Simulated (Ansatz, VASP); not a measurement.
**One calculation of Te, two programs**

```
CELL_PARAMETERS angstrom
4.55487 0.00000 0.00000
-2.27744 3.94463 0.00000
0.00000 0.00000 5.84046
ATOMIC_POSITIONS crystal
Te 0.25670 0.00000 0.33333
Te 0.00000 0.25670 0.66667
Te 0.74330 0.74330 0.00000
```

Alike in both runs: task single point; functional PBE; k mesh 7 × 7 × 5; occupations fermi-dirac, width 0.02 eV; no spin polarisation.

|  | VASP | Ansatz |
| --- | --- | --- |
| version | VASP 6.6.1 | Ansatz 0.2.0 |
| potentials or method | VASP PAW PBE potentials, release 64 (Te), cutoff 520 eV | all-electron LAPW, scalar-relativistic |

Ansatz gave:

- gap on the k mesh at the Fermi level (eV): 0.76
- least direct gap on the mesh (eV): 0.96

Question: Estimate VASP's values.

Answer: gap on the k mesh at the Fermi level (eV): 0.76; least direct gap on the mesh (eV): 0.94.

Ansatz ran all-electron here, and VASP with PAW potentials.

Neither program's run includes spin-orbit coupling.
